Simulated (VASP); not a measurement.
Wanted: the native input for a VASP 6.6.1 run.

| Property | Result |
| --- | --- |
| Task | single point |
| Functional | PBE |
| Potentials or basis | VASP PAW PBE potentials, release 64 (Si, P) |
| Cutoff | 520 eV |
| k mesh | 3 × 3 × 6 |
| Occupations | gaussian, width 0.1 eV |
| Spin | no spin polarisation |
| Dipole correction | no |
| Further INCAR settings | ALGO = Normal; EDIFF = 1e-06; NBANDS = 45 |

The structure of Si3P4 lies in POSCAR:

```
Si3P4
1.0
    9.7754466328     -0.0000000030      0.0000000000
   -4.8877233138      8.4657851189      0.0000000000
    0.0000000000      0.0000000000      3.6871911703
Si P
6 8
Direct
    0.8261299738      0.2286892438      0.7500000000
    0.5974407299      0.8261299738      0.2500000000
    0.2286892438      0.4025592701      0.2500000000
    0.7713107562      0.5974407299      0.7500000000
    0.4025592701      0.1738700262      0.7500000000
    0.1738700262      0.7713107562      0.2500000000
    0.6666666667      0.3333333333      0.7500000000
    0.3333333333      0.6666666667      0.2500000000
    0.6298001714      0.9737287387      0.7500000000
    0.6560714327      0.6298001714      0.2500000000
    0.9737287387      0.3439285673      0.2500000000
    0.0262712613      0.6560714327      0.7500000000
    0.3701998286      0.0262712613      0.2500000000
    0.3439285673      0.3701998286      0.7500000000
```

These files were run (other wordings do the same):

INCAR

```
SYSTEM = Si3P4
PREC = Accurate ; ENCUT = 520
EDIFF = 1E-6 ; ISMEAR = 0
SIGMA = 0.1 ; LREAL = .False.
LASPH = .True. ; NELM = 100
ALGO = Normal ; ISIF = 2
LWAVE = .False. ; LCHARG = .False.
GGA = PE ; NBANDS = 45
```

KPOINTS

```
regular mesh
0
Gamma
  3 3 6
  0 0 0
```

Potentials or basis: VASP PAW PBE potentials, release 64 (Si, P).

Launch:

```console
$ cat potpaw_PBE.64/Si/POTCAR potpaw_PBE.64/P/POTCAR > POTCAR
$ mpirun -np 1 vasp_std > vasp.out
```

It gave:

```yaml
Pressure: -0.1 GPa
Largest_force: 0.010 eV/Å
```

Run time: 2 min on 1 thread of Intel(R) Xeon(R) 6975P-C (Granite Rapids), on a shared host, peak memory 0.47 GiB.
